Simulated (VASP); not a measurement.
Here is a VASP 6.6.1 calculation.

The input INCAR:

```
  PREC = Accurate
  ENCUT = 520
  EDIFF = 1E-6
  ISMEAR = 0
  SIGMA = 0.01
  LREAL = False
  LASPH = True
  NELM = 100
  ALGO = Normal
  ISIF = 2
  LWAVE = False
  LCHARG = False
  GGA = PE
  NBANDS = 14
```

File KPOINTS:

```
Automatic mesh
0
Gamma
  10 10 8
```

The input POSCAR:

```
I
1.0
    4.5891839447     -2.1838573870      0.0142418714
    4.5891839447      2.1838573870      0.0142418714
   -3.9212356317      0.0000000000      5.4013280967
I
2
Direct
    0.6294857678      0.6294857678      0.2576127050
    0.3705142322      0.3705142322      0.7423872950
```

Potentials or basis: VASP PAW PBE potentials, release 64 (I).

Command:

```sh
$ cat potpaw_PBE.64/I/POTCAR > POTCAR
$ mpirun -np 1 vasp_std > vasp.out
```

Task: Estimate the band gap on the k mesh.

Result: 0.03 eV (least direct gap 0.04 eV).

Task: Predict the largest force.

Result: 0.016 eV/Å.

Task: Estimate the pressure.

Result: 0.0 GPa.

Forces on the atoms (eV/Å):
```
I   -0.002  0.000 -0.016
I    0.002  0.000  0.016
```

Caveat: spin-orbit coupling is left out, which moves the levels of the heavy elements. A k mesh can miss the band edges.
